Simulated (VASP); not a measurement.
Set up this calculation in VASP 6.6.1, as the native input.

| Item | Value |
| --- | --- |
| Task | single point |
| Functional | LDA |
| Potentials or basis | VASP PAW LDA potentials, release 64 (Ta_pv) |
| Cutoff | 520 eV |
| k mesh | 11 × 11 × 11 |
| Occupations | fermi-dirac, width 0.05 eV |
| Spin | no spin polarisation |
| Dipole correction | no |
| Further INCAR settings | ALGO = Normal; EDIFF = 1e-06; NBANDS = 12 |

The structure of Ta lies in POSCAR:

```
Ta
1.0
   -1.6401972500      1.6401972500      1.6401972500
    1.6401972500     -1.6401972500      1.6401972500
    1.6401972500      1.6401972500     -1.6401972500
Ta
1
Direct
    0.0000000000      0.0000000000      0.0000000000
```

This cell differs from its parent crystal: volume scaled by 0.98.

The input as run:

INCAR

```
SYSTEM = Ta
ALGO = Normal ; EDIFF = 1E-6
ENCUT = 520 ; GGA = CA
ISIF = 2 ; ISMEAR = -1
LASPH = .TRUE. ; LCHARG = .FALSE.
LREAL = .FALSE. ; LWAVE = .FALSE.
NBANDS = 12 ; NELM = 80
PREC = Accurate ; SIGMA = 0.05
```

KPOINTS

```
k-points
0
G
  11 11 11
  0 0 0
```

Potentials or basis: VASP PAW LDA potentials, release 64 (Ta_pv).

Run with:

```sh
$ cat potpaw_LDA.64/Ta_pv/POTCAR > POTCAR
$ mpirun -np 1 vasp_std > vasp.out
```

Results of the run:

```json
{"Pressure": "-4.6 GPa"}
```

It took 15 s on 1 thread of AMD EPYC 7R43 64-Core Processor (Zen 3), on a shared host, peak memory 0.09 GiB.
